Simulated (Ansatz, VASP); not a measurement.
# InGaSe: VASP beside Ansatz

```xyz
3
Lattice="3.5121 0.0000 0.0000 0.0000 3.5121 0.0000 0.0000 0.0000 6.0122" Properties=species:S:1:pos:R:3 pbc="T T T"
In    0.0000    0.0000    0.0000
Ga    1.7560    1.7560    0.0000
Se    1.7560    1.7560    3.0061
```

Alike in both runs: task relaxation of cell and atoms; functional PBE; k mesh 6 × 6 × 4; occupations gaussian, width 0.1 eV; no spin polarisation.

```csv
,VASP,Ansatz
version,VASP 6.6.1,Ansatz 0.2.0
potentials or method,"VASP PAW PBE potentials, release 64 (In_d, Ga_d, Se), cutoff 600 eV","scalar-relativistic, plane waves, PAW"
valence electrons in the cell,32,42
```

|  | VASP | Ansatz | Ansatz less VASP |
| --- | --- | --- | --- |
| gap on the k mesh at the Fermi level, each at its own relaxed structure (eV) | none | none | - |
| relaxed volume (Å³/atom) | 28.05 | 27.79 | -0.263 |
| relaxed cell length with the largest relative difference (Å) | 4.101 | 4.084 | -0.0173 |

A gap of «none» marks a metal or a gap that the smearing closes. VASP's potentials hold 32 valence electrons a cell and Ansatz's 42, so a difference there can come from the potentials and not from the codes.
